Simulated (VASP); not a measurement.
# AlRu (P4mm) in VASP: notebook

The runs below take AlRu through single point, with PBE.

All numbers are computed with VASP 6.6.1; they aren't measurements. Logs are shortened: lines on timing, memory, paths and dates and some standing lists are left out, and cuts for length are marked.

### 1 The cell of the first run

It takes space group P4mm (No. 99, tetragonal). The conventional cell has a = 2.992 Å, b = 2.992 Å, c = 2.992 Å, α = 90.00°, β = 90.00°, γ = 90.00°. Al (site symmetry 4mm) has 8 Ru at 2.56 to 2.62 Å and 6 Al at 2.99 Å within 3.4 Å. Within 3.4 Å of Ru (site symmetry 4mm) lie 8 Al at 2.56 to 2.62 Å and 6 Ru at 2.99 Å.

### 2 Single point, PBE (all Al atoms moved -0.050 Å, as atom 1 along Cartesian [0 1 0])

File INCAR:

```
PREC = Accurate
ENCUT = 520
EDIFF = 1E-6
ISMEAR = 0
SIGMA = 0.15
LREAL = False
LASPH = True
NELM = 100
ALGO = Fast
ISIF = 2
LWAVE = False
LCHARG = True
GGA = PE
LELF = True
LVHAR = True
NBANDS = 16
```

File KPOINTS:

```
regular mesh
0
Gamma
  16 16 16
```

File POSCAR:

```
AlRu
1.0
    2.9916000000      0.0000000000      0.0000000000
    0.0000000000      2.9916000000      0.0000000000
    0.0000000000      0.0000000000      2.9916000000
Al Ru
1 1
Direct
    0.0000000000     -0.0167134644      0.0000000000
    0.5000000000      0.5000000000      0.5000000000
```

Potentials or basis: VASP PAW PBE potentials, release 64 (Al, Ru_pv).

Started as:

```bash
$ cat potpaw_PBE.64/Al/POTCAR potpaw_PBE.64/Ru_pv/POTCAR > POTCAR
$ mpirun -np 1 vasp_std > vasp.out
```

OUTCAR:

```text
PREC = Accurate
   ENCUT = 520
   EDIFF = 1E-6
   ISMEAR = 0
   LREAL = False
   LASPH = True
   NELM = 100
   ISIF = 2
   GGA = PE

 ion  position               nearest neighbor table
   1  0.000  0.983  0.000-   2 2.56   2 2.56   2 2.56   2 2.56   2 2.62   2 2.62   2 2.62   2 2.62

   2  0.500  0.500  0.500-   1 2.56   1 2.56   1 2.56   1 2.56   1 2.62   1 2.62   1 2.62   1 2.62

  LATTYP: Found a simple cubic cell.
 ALAT       =     2.9916000000

  Lattice vectors:

 A1 = (   2.9916000000,   0.0000000000,   0.0000000000)
 A2 = (   0.0000000000,   2.9916000000,   0.0000000000)
 A3 = (   0.0000000000,   0.0000000000,   2.9916000000)

Analysis of symmetry for initial positions (statically):
=====================================================================
 Subroutine PRICEL returns:
 Original cell was already a primitive cell.

 Routine SETGRP: Setting up the symmetry group for a
 simple cubic supercell.

 Subroutine GETGRP returns: Found  8 space group operations
 (whereof  8 operations were pure point group operations)
 out of a pool of 48 trial point group operations.

The static configuration has the point symmetry C_4v.

Analysis of symmetry for dynamics (positions and initial velocities):
=====================================================================
 Subroutine PRICEL returns:
 Original cell was already a primitive cell.

 Routine SETGRP: Setting up the symmetry group for a
 simple cubic supercell.

 Subroutine GETGRP returns: Found  8 space group operations
 (whereof  8 operations were pure point group operations)
 out of a pool of 48 trial point group operations.

The dynamic configuration has the point symmetry C_4v.

 Subroutine INISYM returns: Found  8 space group operations
 (whereof  8 operations are pure point group operations),
 and found     1 'primitive' translations

----------------------------------------------------------------------------------------

                                     Primitive cell

  volume of cell :      26.7738

  direct lattice vectors                    reciprocal lattice vectors
     2.991600000  0.000000000  0.000000000     0.334269287  0.000000000  0.000000000
     0.000000000  2.991600000  0.000000000     0.000000000  0.334269287  0.000000000
     0.000000000  0.000000000  2.991600000     0.000000000  0.000000000  0.334269287

  length of vectors
     2.991600000  2.991600000  2.991600000     0.334269287  0.334269287  0.334269287

  position of ions in fractional coordinates (direct lattice)
     0.000000000  0.983286536  0.000000000
     0.500000000  0.500000000  0.500000000

  ion indices of the primitive-cell ions
   primitive index   ion index
                 1           1
                 2           2

----------------------------------------------------------------------------------------

 KPOINTS: regular mesh

Automatic generation of k-mesh.
 Grid dimensions read from file:
 generate k-points for:   16   16   16

 Generating k-lattice:

  Cartesian coordinates                     Fractional coordinates (reciprocal lattice)
     0.020891830  0.000000000  0.000000000     0.062500000  0.000000000  0.000000000
     0.000000000  0.020891830  0.000000000     0.000000000  0.062500000  0.000000000
     0.000000000  0.000000000  0.020891830     0.000000000  0.000000000  0.062500000

  Length of vectors
     0.020891830  0.020891830  0.020891830

  Shift w.r.t. Gamma in fractional coordinates (k-lattice)
     0.000000000  0.000000000  0.000000000

 Subroutine IBZKPT returns following result:
 ===========================================

 Found    405 irreducible k-points:

 Following reciprocal coordinates:
            Coordinates               Weight
  0.000000  0.000000  0.000000      1.000000
  0.062500  0.000000  0.000000      4.000000
  0.000000  0.062500  0.000000      2.000000
  0.125000  0.000000  0.000000      4.000000
  0.000000  0.125000  0.000000      2.000000
  0.187500  0.000000  0.000000      4.000000
[... 16 lines left out ...]
  0.187500  0.062500  0.000000      8.000000
  0.000000  0.187500  0.062500      8.000000
 [... further k-points ...]
   k-points           NKPTS =    405   k-points in BZ     NKDIM =    405   number of bands    NBANDS=     16
   number of dos      NEDOS =    301   number of ions     NIONS =      2
   total plane-waves  NPLWV =  13824
   dimension x,y,z NGX =    24 NGY =   24 NGZ =   24
   dimension x,y,z NGXF=    48 NGYF=   48 NGZF=   48
   ions per type =               1   1
   NGX,Y,Z   is equivalent  to a cutoff of  13.34, 13.34, 13.34 a.u.
   NGXF,Y,Z  is equivalent  to a cutoff of  26.67, 26.67, 26.67 a.u.
 SYSTEM =  unknown system
   PREC   = accura    normal or accurate (medium, high low for compatibility)
   ISTART =      0    job   : 0-new  1-cont  2-samecut
   ICHARG =      2    charge: 1-file 2-atom 10-const
   ISPIN  =      1    spin polarized calculation?
   LNONCOLLINEAR =      F non collinear calculations
   LSORBIT =      F    spin-orbit coupling
   LASPH  =      T    aspherical Exc in radial PAW
   ENCUT  =  520.0 eV  38.22 Ry    6.18 a.u.   5.56  5.56  5.56*2*pi/ulx,y,z
   NELM   =    100;   NELMIN=  2; NELMDL= -5     # of ELM steps
   EDIFF  = 0.1E-05   stopping-criterion for ELM
   LREAL  =      F    real-space projection
   EDIFFG = 0.1E-04   stopping-criterion for IOM
   NSW    =      0    number of steps for IOM
   IBRION =     -1    ionic relax: 0-MD 1-quasi-New 2-CG
   NFREE  =      0    steps in history (QN), initial steepest desc. (CG)
   ISIF   =      2    stress and relaxation
   ISYM   =      2    0-nonsym 1-usesym 2-fastsym
   POTIM  = 0.5000    time-step for ionic-motion
   TEBEG  =    0.0;   TEEND  =   0.0 temperature during run
   PSTRESS=    0.0 pullay stress
   NELECT =      17.0000    total number of electrons
   NUPDOWN=      -1.0000    fix difference up-down
   EMIN   =  10.00;   EMAX   =-10.00  energy-range for DOS
   EFERMI =   0.00;   METHOD = LEGACY
   ISMEAR =     0;   SIGMA  =   0.15  broadening in eV -4-tet -1-fermi 0-gaus
   EFERMI_NEDOS =   21; number of points for ismear=-14 and -15
   IALGO  =     68    algorithm
   IMIX   =      4    mixing-type and parameters
     AMIX     =   0.40;   BMIX     =  1.00
     AMIX_MAG =   1.60;   BMIX_MAG =  1.00
  volume/ion in A,a.u.               =      13.39        90.34
  Fermi-wavevector in a.u.,A,eV,Ry     =   1.407087  2.659009 26.938090  1.979894
  Thomas-Fermi vector in A             =   2.529382
   LORBIT       =      0    0 simple, 1 ext, 2 COOP (PROOUT), +10 PAW based schemes
   GGA     = PE    functional components
   LHFCALC =     F    Hartree Fock is set to
   AEXX    =    0.0000 exact exchange contribution
   IVDW    =     0    specifies the selected vdW correction
   LEPSILON=     F    determine dielectric tensor
   LRPA    =     F    only Hartree local field effects (RPA)
 non-spin polarized calculation
 RMM-DIIS sequential band-by-band and
 Gauss-broadening in eV      SIGMA  =   0.15
  energy-cutoff  :      520.00
  volume of cell :       26.77
 maximum number of plane-waves:       739
 NGX is ok and might be reduce to    24
   NGX = 11   NGY = 11   NGZ = 11

 number of electron      16.9999995 magnetization

 Free energy of the ion-electron system (eV)
  ---------------------------------------------------
  ext. energy  EPLUGINS =         0.00000000
  ---------------------------------------------------
  free energy    TOTEN  =       -14.25468229 eV

  energy without entropy =      -14.23564193  energy(sigma->0) =      -14.24516211

 E-fermi :  10.7312     XC(G=0): -12.5652

 val. band max:       10.7303554761   @ k =   0.4375   0.4375   0.1250
 cond. band min:      10.7329328561   @ k =   0.4375   0.1250   0.4375
 fundamental gap:      0.0025773800
 Fermi energy:        10.7312105981

 k-point     1 :       0.0000    0.0000    0.0000
  band No.  band energies     occupation
      1     -31.0483      2.00000
      2     -31.0483      2.00000
      3     -31.0479      2.00000
      4       1.0431      2.00000
      5       7.1477      2.00000
      6       7.1496      2.00000
[... 8 lines left out ...]
     15      22.8460      0.00000
     16      25.8072      0.00000

 k-point     2 :       0.0625    0.0000    0.0000
  band No.  band energies     occupation
      1     -31.0564      2.00000
      2     -31.0476      2.00000
      3     -31.0472      2.00000
      4       1.1183      2.00000
      5       7.1743      2.00000
      6       7.1762      2.00000
[... 8 lines left out ...]
     15      22.8463      0.00000
     16      26.0423      0.00000

 k-point     3 :       0.0000    0.0625    0.0000
  band No.  band energies     occupation
      1     -31.0560      2.00000
      2     -31.0476      2.00000
      3     -31.0476      2.00000
      4       1.1183      2.00000
      5       7.1742      2.00000
      6       7.1763      2.00000
[... 8 lines left out ...]
     15      22.8463      0.00000
     16      26.0408      0.00000

 k-point     4 :       0.1250    0.0000    0.0000
  band No.  band energies     occupation
      1     -31.0793      2.00000
      2     -31.0457      2.00000
      3     -31.0453      2.00000
      4       1.3413      2.00000
      5       7.2389      2.00000
      6       7.2525      2.00000
[... 8 lines left out ...]
     15      22.8476      0.00000
     16      26.7822      0.00000

 k-point     5 :       0.0000    0.1250    0.0000
  band No.  band energies     occupation
      1     -31.0789      2.00000
      2     -31.0457      2.00000
      3     -31.0457      2.00000
      4       1.3411      2.00000
      5       7.2401      2.00000
      6       7.2509      2.00000
[... 8 lines left out ...]
     15      22.8476      0.00000
     16      26.7776      0.00000

 k-point     6 :       0.1875    0.0000    0.0000
  band No.  band energies     occupation
      1     -31.1135      2.00000
      2     -31.0428      2.00000
      3     -31.0424      2.00000
      4       1.7044      2.00000
      5       7.2891      2.00000
      6       7.3716      2.00000
[... 8 lines left out ...]
     15      23.1368      0.00000
     16      27.9926      0.00000

 k-point     7 :       0.0000    0.1875    0.0000
  band No.  band energies     occupation
      1     -31.1130      2.00000
      2     -31.0428      2.00000
      3     -31.0428      2.00000
      4       1.7039      2.00000
      5       7.2900      2.00000
      6       7.3700      2.00000
[... 8 lines left out ...]
     15      23.1481      0.00000
     16      28.0357      0.00000

 k-point     8 :       0.2500    0.0000    0.0000
  band No.  band energies     occupation
      1     -31.1536      2.00000
      2     -31.0394      2.00000
      3     -31.0390      2.00000
      4       2.1952      2.00000
      5       7.2390      2.00000
      6       7.5192      2.00000
[... 8 lines left out ...]
     15      23.5061      0.00000
     16      27.1976      0.00000

 k-point     9 :       0.0000    0.2500    0.0000
  band No.  band energies     occupation
      1     -31.1531      2.00000
      2     -31.0394      2.00000
      3     -31.0394      2.00000
      4       2.1944      2.00000
      5       7.2395      2.00000
      6       7.5175      2.00000
[... 8 lines left out ...]
     15      23.5219      0.00000
     16      27.1852      0.00000
[... 172 lines left out ...]
 k-point    19 :       0.0625    0.0000    0.0625
  band No.  band energies     occupation
      1     -31.0561      2.00000
      2     -31.0553      2.00000
      3     -31.0465      2.00000
      4       1.1931      2.00000
      5       7.2018      2.00000
      6       7.2029      2.00000
[... 8 lines left out ...]
     15      22.8463      0.00000
     16      26.2610      0.00000

 k-point    20 :       0.1250    0.0625    0.0000
  band No.  band energies     occupation
      1     -31.0786      2.00000
      2     -31.0533      2.00000
      3     -31.0450      2.00000
      4       1.4148      2.00000
      5       7.2665      2.00000
      6       7.2818      2.00000
[... 8 lines left out ...]
     15      22.8476      0.00000
     16      26.9452      0.00000

 k-point    21 :       0.0000    0.1250    0.0625
  band No.  band energies     occupation
      1     -31.0782      2.00000
      2     -31.0537      2.00000
      3     -31.0450      2.00000
      4       1.4146      2.00000
      5       7.2679      2.00000
      6       7.2802      2.00000
[... 8 lines left out ...]
     15      22.8476      0.00000
     16      26.9413      0.00000

 k-point    22 :       0.0625    0.0000    0.1250
  band No.  band energies     occupation
      1     -31.0786      2.00000
      2     -31.0537      2.00000
      3     -31.0446      2.00000
      4       1.4148      2.00000
      5       7.2681      2.00000
      6       7.2803      2.00000
[... 8 lines left out ...]
     15      22.8476      0.00000
     16      26.9472      0.00000

 k-point    23 :       0.1875    0.0625    0.0000
  band No.  band energies     occupation
      1     -31.1127      2.00000
      2     -31.0503      2.00000
      3     -31.0421      2.00000
      4       1.7754      2.00000
      5       7.3210      2.00000
      6       7.3995      2.00000
[... 8 lines left out ...]
     15      23.3104      0.00000
     16      27.9003      0.00000

 k-point    24 :       0.0000    0.1875    0.0625
  band No.  band energies     occupation
      1     -31.1123      2.00000
      2     -31.0508      2.00000
      3     -31.0421      2.00000
      4       1.7750      2.00000
      5       7.3222      2.00000
      6       7.3977      2.00000
[... 8 lines left out ...]
     15      23.3211      0.00000
     16      27.8876      0.00000

 [... further k-points ...]

------------------------ aborting loop because EDIFF is reached ----------------------------------------

  FORCE on cell =-STRESS in cart. coord.  units (eV):
  Direction    XX          YY          ZZ          XY          YZ          ZX
  --------------------------------------------------------------------------------------
  -------------------------------------------------------------------------------------
  Total        0.4727698      0.4390870      0.4727698     -0.0000000      0.0000000      0.0000000
  in kB       28.2910916     26.2754780     28.2910916     -0.0000000      0.0000000      0.0000000
  external PRESSURE =      27.6192204 kB  Pullay stress =       0.0000000 kB

 VOLUME and BASIS-vectors are now :
 -----------------------------------------------------------------------------
  energy-cutoff  :      520.00
  volume of cell :       26.77
      direct lattice vectors                 reciprocal lattice vectors
     2.991600000  0.000000000  0.000000000     0.334269287  0.000000000  0.000000000
     0.000000000  2.991600000  0.000000000     0.000000000  0.334269287  0.000000000
     0.000000000  0.000000000  2.991600000     0.000000000  0.000000000  0.334269287

 POSITION                                       TOTAL-FORCE (eV/Angst)
 -----------------------------------------------------------------------------------
      0.00000      2.94160      0.00000        -0.000000      0.391499      0.000000
      1.49580      1.49580      1.49580         0.000000     -0.391499     -0.000000
 -----------------------------------------------------------------------------------
    total drift:                                0.000000      0.000390     -0.000000

  FREE ENERGIE OF THE ION-ELECTRON SYSTEM (eV)
  ---------------------------------------------------
  free  energy   TOTEN  =       -14.2546822884 eV

  energy  without entropy=      -14.2356419318  energy(sigma->0) =      -14.24516211
```

It took 3.2 min on 1 thread of AMD EPYC 7R13, shared host; peak memory 0.25 GiB.

What came out:

```yaml
Free_energy: -14.2547 eV
Pressure: 2.8 GPa
Largest_force: 0.391 eV/Å
```

Forces on the atoms (eV/Å):
```
Al   0.000  0.391  0.000
Ru   0.000 -0.391  0.000
```

Caveat: the cell differs from its parent crystal (all Al atoms moved -0.050 Å, as atom 1 along Cartesian [0 1 0]).

(Part 1 of 2 ends here.)
